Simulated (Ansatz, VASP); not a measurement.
Two plane-wave programs on ZnO

```xyz
4
Lattice="3.2310 0.0000 0.0000 -1.6155 2.7981 0.0000 0.0000 0.0000 5.2154" Properties=species:S:1:pos:R:3 pbc="T T T"
Zn    0.0000    1.8654    0.0106
Zn    1.6155    0.9327    2.6183
O     0.0000    1.8654    1.9869
O     1.6155    0.9327    4.5946
```

Alike in both runs: task single point; functional PBEsol; k mesh 15 × 15 × 8; occupations gaussian, width 0.02 eV; no spin polarisation.

|  | VASP | Ansatz |
| --- | --- | --- |
| version | VASP 6.6.1 | Ansatz 0.2.0 |
| potentials or method | VASP PAW PBE potentials, release 64 (Zn, O), cutoff 520 eV | scalar-relativistic, plane waves, PAW |
| valence electrons in the cell | 36 | 36 |

Ansatz gave:

| Item | Value |
| --- | --- |
| gap on the k mesh at the Fermi level (eV) | 0.70 |
| least direct gap on the mesh (eV) | 0.70 |
| pressure (GPa) | 0.0 |

Task: Estimate VASP's values.

Result: gap on the k mesh at the Fermi level (eV): 0.69; least direct gap on the mesh (eV): 0.69; pressure (GPa): 0.7.

VASP's potentials were made for PBE, not for PBEsol, and Ansatz warns of the same on its side. With one functional, cell and mesh, what is left measures potentials, basis and numerics.
